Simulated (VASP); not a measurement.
# RbBr (Fm-3m) in VASP: notebook, part 2 of 2

VASP 6.6.1. Earlier steps stand in the parts before.

## (4) Single point, PBEsol

This run uses another cell than the first one, of 40.17 Å³/atom, 1.117 times its volume.

Input file INCAR:

```
PREC     = Accurate       # precision mode
ENCUT    = 520            # plane-wave cutoff, eV
EDIFF    = 1E-6           # SCF threshold, eV
ISMEAR   = -1             # smearing method
SIGMA    = 0.08           # smearing width, eV
LREAL    = F              # projectors in reciprocal space
LASPH    = T              # aspherical terms in the spheres
NELM     = 100            # most SCF steps
ALGO     = Normal         # electronic algorithm
ISIF     = 2              # what is computed and relaxed
LWAVE    = F              # write WAVECAR
LCHARG   = F              # write CHGCAR
GGA      = PS             # functional
NBANDS   = 15             # bands
```

Input file KPOINTS:

```
Automatic mesh
0
Gamma
  10 10 10
```

Input file POSCAR:

```
RbBr
1.0
    3.4249237590      3.4249237590      0.0000000000
   -3.4249237590      3.4249237590      0.0000000000
    0.0000000000      3.4249237590      3.4249237590
Rb Br
1 1
Direct
    0.0000000000      0.0000000000      0.0000000000
    0.5000000000      0.5000000000      0.0000000000
```

Potentials or basis: VASP PAW PBE potentials, release 64 (Rb_sv, Br).

Launch:

```bash
$ cat potpaw_PBE.64/Rb_sv/POTCAR potpaw_PBE.64/Br/POTCAR > POTCAR
$ mpirun -np 1 vasp_std > vasp.out
```

OUTCAR:

```text
PREC = Accurate
   ENCUT = 520
   EDIFF = 1E-6
   ISMEAR = -1
   LREAL = F
   LASPH = T
   NELM = 100
   ISIF = 2
   GGA = PS

 ion  position               nearest neighbor table
   1  0.000  0.000  0.000-   2 3.42   2 3.42   2 3.42   2 3.42   2 3.42   2 3.42
   2  0.500  0.500  0.000-   1 3.42   1 3.42   1 3.42   1 3.42   1 3.42   1 3.42

  LATTYP: Found a face centered cubic cell.
 ALAT       =     6.8498475180

  Lattice vectors:

 A1 = (   0.0000000000,   3.4249237590,   3.4249237590)
 A2 = (   3.4249237590,   0.0000000000,   3.4249237590)
 A3 = (   3.4249237590,   3.4249237590,   0.0000000000)

Analysis of symmetry for initial positions (statically):
=====================================================================
 Subroutine PRICEL returns:
 Original cell was already a primitive cell.

 Routine SETGRP: Setting up the symmetry group for a
 face centered cubic supercell.

 Subroutine GETGRP returns: Found 48 space group operations
 (whereof 48 operations were pure point group operations)
 out of a pool of 48 trial point group operations.

The static configuration has the point symmetry O_h .

Analysis of symmetry for dynamics (positions and initial velocities):
=====================================================================
 Subroutine PRICEL returns:
 Original cell was already a primitive cell.

 Routine SETGRP: Setting up the symmetry group for a
 face centered cubic supercell.

 Subroutine GETGRP returns: Found 48 space group operations
 (whereof 48 operations were pure point group operations)
 out of a pool of 48 trial point group operations.

The dynamic configuration has the point symmetry O_h .

 Subroutine INISYM returns: Found 48 space group operations
 (whereof 48 operations are pure point group operations),
 and found     1 'primitive' translations

----------------------------------------------------------------------------------------

                                     Primitive cell

  volume of cell :      80.3494

  direct lattice vectors                    reciprocal lattice vectors
[... 117 lines left out ...]
   LRPA    =     F    only Hartree local field effects (RPA)
 non-spin polarized calculation
  energy-cutoff  :      520.00
  volume of cell :       80.35
 maximum number of plane-waves:      2200
   NGX = 17   NGY = 17   NGZ = 17

 number of electron      15.9999999 magnetization

 Free energy of the ion-electron system (eV)
  ---------------------------------------------------
  ext. energy  EPLUGINS =         0.00000000
  ---------------------------------------------------
  free energy    TOTEN  =        -6.35539580 eV

  energy without entropy =       -6.35539580  energy(sigma->0) =       -6.35539580

 E-fermi :  -0.0347     XC(G=0):  -7.4129

 val. band max:       -1.8384278440   @ k =   0.0000   0.0000   0.0000
 cond. band min:       2.3772668006   @ k =   0.0000   0.0000   0.0000
 fundamental gap:      4.2156946446
 Fermi energy:        -0.0347390812

 k-point     1 :       0.0000    0.0000    0.0000
  band No.  band energies     occupation
      1     -26.1898      2.00000
      2     -14.0335      2.00000
      3     -10.2775      2.00000
      4     -10.2775      2.00000
      5     -10.2775      2.00000
      6      -1.8384      2.00000
      7      -1.8384      2.00000
      8      -1.8384      2.00000
      9       2.3773      0.00000
     10       5.3621      0.00000
     11       5.3621      0.00000
     12       5.3621      0.00000
     13       6.2545      0.00000
     14       6.2545      0.00000
[... 401 lines left out ...]
      2     -14.0214      2.00000
      3     -10.4106      2.00000
      4     -10.3172      2.00000
      5     -10.2941      2.00000
      6      -2.4717      2.00000
      7      -2.2306      2.00000
      8      -2.1404      2.00000
      9       4.6629      0.00000
     10       5.8436      0.00000
     11       6.6328      0.00000
     12       6.9203      0.00000
     13       7.8788      0.00000
     14       8.4065      0.00000
     15       9.5623      0.00000

 [... further k-points ...]

------------------------ aborting loop because EDIFF is reached ----------------------------------------

  FORCE on cell =-STRESS in cart. coord.  units (eV):
  Direction    XX          YY          ZZ          XY          YZ          ZX
  --------------------------------------------------------------------------------------
  -------------------------------------------------------------------------------------
  Total       -0.0001967     -0.0001967     -0.0001967     -0.0000000      0.0000000      0.0000000
  in kB       -0.0039217     -0.0039217     -0.0039217     -0.0000000      0.0000000      0.0000000
  external PRESSURE =      -0.0039217 kB  Pullay stress =       0.0000000 kB

 VOLUME and BASIS-vectors are now :
 -----------------------------------------------------------------------------
  energy-cutoff  :      520.00
  volume of cell :       80.35
      direct lattice vectors                 reciprocal lattice vectors
     3.424923759  3.424923759  0.000000000     0.145988651  0.145988651 -0.145988651
    -3.424923759  3.424923759  0.000000000    -0.145988651  0.145988651 -0.145988651
     0.000000000  3.424923759  3.424923759     0.000000000  0.000000000  0.291977302

 POSITION                                       TOTAL-FORCE (eV/Angst)
 -----------------------------------------------------------------------------------
      0.00000      0.00000      0.00000         0.000000     -0.000000      0.000000
      0.00000      3.42492      0.00000         0.000000      0.000000      0.000000
 -----------------------------------------------------------------------------------
    total drift:                               -0.000000      0.000000     -0.000000

  FREE ENERGIE OF THE ION-ELECTRON SYSTEM (eV)
  ---------------------------------------------------
  free  energy   TOTEN  =        -6.3553957985 eV

  energy  without entropy=       -6.3553957984  energy(sigma->0) =       -6.35539580
```

stdout:

```text
POSCAR found type information on POSCAR RbBr
 POSCAR found :  2 types and       2 ions
 scaLAPACK will be used
 -----------------------------------------------------------------------------
|                                                                             |
|                                                                             |
|     You enforced a specific xc type in the INCAR file but a different       |
|     I HOPE YOU KNOW WHAT YOU ARE DOING!                                     |
|                                                                             |
 -----------------------------------------------------------------------------

 LDA part: xc-table for (Slater+PW92), standard interpolation
 POSCAR, INCAR and KPOINTS ok, starting setup
 FFT: planning ... GRIDC
 FFT: planning ... GRID_SOFT
 FFT: planning ... GRID
 WAVECAR not read
 entering main loop
```

It took 23 s on 1 thread of Intel Xeon 6975P-C (Granite Rapids), shared host; peak memory 0.23 GiB.

Results:

| Item | Value |
| --- | --- |
| Free energy | -6.3554 eV |
| Pressure | 0.0 GPa |
| Band gap on the k mesh | 4.22 eV, direct |

Caveat: the PAW data sets were made with another functional, which shifts forces and pressure a little.

## (5) Overview

| cell | k mesh | smearing | gap on the mesh (eV) | pressure (GPa) |
| --- | --- | --- | --- | --- |
| a = 4.669 Å, angles 60.0, 60.0, 90.0°, 2 atoms | 6 × 6 × 6 | gaussian 0.01 eV | 4.48 | 2.0 |
| a = 5.363 Å, angles 60.0, 60.0, 90.0°, 2 atoms | 6 × 6 × 6 | gaussian 0.01 eV | 3.64 | -1.9 |
| a = 4.844 Å, angles 60.0, 60.0, 90.0°, 2 atoms | 10 × 10 × 10 | fermi-dirac 0.08 eV | 4.22 | 0.0 |

Alike in all rows: task single point; level PBEsol; potentials or basis VASP PAW PBE potentials, release 64 (Rb_sv, Br); no spin polarisation; cutoff (eV) 520.

Caveats: the PAW data sets were made with another functional, which shifts forces and pressure a little.

Absolute energies hang on the potentials; compare differences alone.
